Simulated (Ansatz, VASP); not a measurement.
# One calculation of KCdCO3F, two programs

```
CELL_PARAMETERS angstrom
5.04193 0.00000 0.00000
-2.52096 4.36644 0.00000
0.00000 0.00000 4.42406
ATOMIC_POSITIONS crystal
K 0.00000 0.00000 0.00000
Cd 0.66667 0.33333 0.50000
C 0.33333 0.66667 0.50000
O 0.18641 0.37283 0.50000
O 0.18641 0.81359 0.50000
O 0.62717 0.81359 0.50000
F 0.66667 0.33333 0.00000
```

Alike in both runs: task single point; functional r2SCAN; k mesh 6 × 6 × 6; no spin polarisation.

|  | VASP | Ansatz |
| --- | --- | --- |
| version | VASP 6.6.1 | Ansatz 0.2.0 |
| potentials or method | VASP PAW PBE potentials, release 64 (K_sv, Cd, C, O, F) | plane waves, PAW |
| plane-wave cutoff (eV) | 520 | 500 |
| occupations | gaussian, width 0.01 eV | fixed |
| valence electrons in the cell | 50 | 58 |

Ansatz gave:

| Item | Value |
| --- | --- |
| gap on the k mesh at the Fermi level (eV) | 2.68 |
| pressure (GPa) | 0.0 |
| traceless stress, the component that is largest in VASP (GPa) | -0.04 |
| rms of the force components (eV/Å) | 0.001 |

Task: What did VASP give for the same quantities?

Result: gap on the k mesh at the Fermi level (eV): 2.64; pressure (GPa): 1.1; traceless stress, the component that is largest in VASP (GPa): -0.66; rms of the force components (eV/Å): 0.135.

VASP's potentials were made for PBE, not for r2SCAN. Atom by atom the forces differ by 0.136 eV/Å (rms over components). One of these differences is far larger than is usual between the two programs; its cause wasn't traced. VASP's potentials hold 50 valence electrons a cell and Ansatz's 58, so a difference there can come from the potentials and not from the codes.
